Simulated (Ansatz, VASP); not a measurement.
## SrCl2: VASP beside Ansatz

```
CELL_PARAMETERS angstrom
0.00000 3.47442 3.47442
3.47442 0.00000 3.47442
3.47442 3.47442 0.00000
ATOMIC_POSITIONS crystal
Sr 0.00000 0.00000 0.00000
Cl 0.25000 0.25000 0.25000
Cl 0.75000 0.75000 0.75000
```

Alike in both runs: task single point; functional PBE; k mesh 6 × 6 × 6; no spin polarisation.

|  | VASP | Ansatz |
| --- | --- | --- |
| version | VASP 6.6.1 | Ansatz 0.2.0 |
| potentials or method | VASP PAW PBE potentials, release 64 (Sr_sv, Cl), cutoff 520 eV | PAW plane waves |
| occupations | fermi-dirac, width 0.1 eV | fermi-dirac |
| valence electrons in the cell | 24 | 24 |

|  | VASP | Ansatz | Ansatz less VASP |
| --- | --- | --- | --- |
| gap on the k mesh at the Fermi level (eV) | 5.38 | 5.39 | +0.006 |
| pressure (GPa) | 1.5 | 1.5 | -0.09 |
